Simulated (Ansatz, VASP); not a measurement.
Two plane-wave programs on B2Ru3

```
CELL_PARAMETERS angstrom
2.84497 0.00000 0.00000
-1.42248 2.46382 0.00000
0.00000 0.00000 15.62274
ATOMIC_POSITIONS crystal
B 0.33333 0.66667 0.15677
B 0.66667 0.33333 0.65677
B 0.33333 0.66667 0.34323
B 0.66667 0.33333 0.84323
Ru 0.33333 0.66667 0.93144
Ru 0.66667 0.33333 0.43144
Ru 0.33333 0.66667 0.56856
Ru 0.66667 0.33333 0.06856
Ru 0.33333 0.66667 0.75000
Ru 0.66667 0.33333 0.25000
```

Change from the starting cell: species swapped into the B3Ru2 type (P6_3/mmc, No. 194).

Alike in both runs: functional PBE; k mesh 12 × 12 × 2; occupations gaussian, width 0.1 eV; no spin polarisation.

Ansatz relaxed the structure, and its values are those at the end. VASP's run is a single point on that final structure, the one shown.

```csv
,VASP,Ansatz
version,VASP 6.6.1,Ansatz 0.2.0
potentials or method,"VASP PAW PBE potentials, release 64 (B, Ru_pv), cutoff 520 eV","scalar-relativistic, plane waves, PAW"
valence electrons in the cell,96,108
```

Ansatz gave:

* gap on the k mesh at the Fermi level (eV): none
* pressure (GPa): 0.0
* rms of the force components (eV/Å): 0.000

Question: Which values does VASP return?

Answer: gap on the k mesh at the Fermi level (eV): none; pressure (GPa): 0.0; rms of the force components (eV/Å): 0.007.

A gap of «none» marks a metal or a gap that the smearing closes. With one functional, cell and mesh, what is left measures potentials, basis and numerics. VASP's potentials hold 96 valence electrons a cell and Ansatz's 108, so a difference there can come from the potentials and not from the codes.
